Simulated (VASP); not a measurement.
## Mg3Zr: single point with r2SCAN+D3(BJ)

Mg3Zr, a slab with vacuum:

```
Mg Zr
1.0
     6.28223    0.00000    0.00000
     0.00000    4.44221    0.00000
     0.00000    0.00000   21.85278
Mg Zr
9 3
Cartesian
  3.1411 0.0000 7.0000
  1.5706 2.2211 8.5706
  4.7117 2.2211 8.5706
  0.0000 0.0000 10.1411
  4.7117 2.2211 11.7117
  1.5706 2.2211 11.7117
  3.1411 0.0000 13.2822
  1.5706 2.2211 14.8528
  4.7117 2.2211 14.8528
  0.0000 0.0000 7.0000
  3.1411 0.0000 10.1411
  0.0000 0.0000 13.2822
```

```
Program             : VASP 6.6.1
Task                : single point
Functional          : r2SCAN
Dispersion          : D3(BJ)
Potentials or basis : VASP PAW PBE potentials, release 64 (Mg, Zr_sv)
Cutoff              : 520 eV
k mesh              : 3 × 4 × 1
Occupations         : methfessel-paxton, width 0.2 eV
Spin                : no spin polarisation
```

```json
{
  "Largest force": "0.423 eV/Å",
  "Band gap on the k mesh": "zero (bands 27 and 28 overlap by 0.49 eV)",
  "Dispersion energy per atom": "-0.116 eV"
}
```

Forces in eV/Å, atoms in the order of the input:
```
Mg   0.000  0.000  0.009
Mg  -0.131  0.000 -0.165
Mg   0.131  0.000 -0.165
Mg   0.000  0.000 -0.024
Mg   0.009  0.000 -0.037
Mg  -0.009  0.000 -0.037
Mg   0.000  0.000  0.139
Mg  -0.224  0.000 -0.074
Mg   0.224  0.000 -0.074
Zr   0.000  0.000  0.423
Zr   0.000  0.000  0.013
Zr   0.000  0.000 -0.008
```

Levels at points of the mesh, in eV from the Fermi level:
| k point | band 25 | band 26 | band 27 | band 28 | band 29 | band 30 |
| --- | --- | --- | --- | --- | --- | --- |
| (0.00, 0.00, 0.00) | 0.06 | 0.14 | 0.16 | 0.28 | 0.45 | 0.63 |
| (0.00, 0.50, 0.00) | -0.64 | -0.47 | -0.35 | -0.33 | -0.01 | 0.16 |

Wall time 12 min on 1 thread of Intel(R) Xeon(R) Platinum 8488C (Sapphire Rapids), with other jobs on the host, peak memory 0.73 GiB.

Caveat: three body term missing; the PAW data sets were made with another functional, which shifts forces and pressure a little.
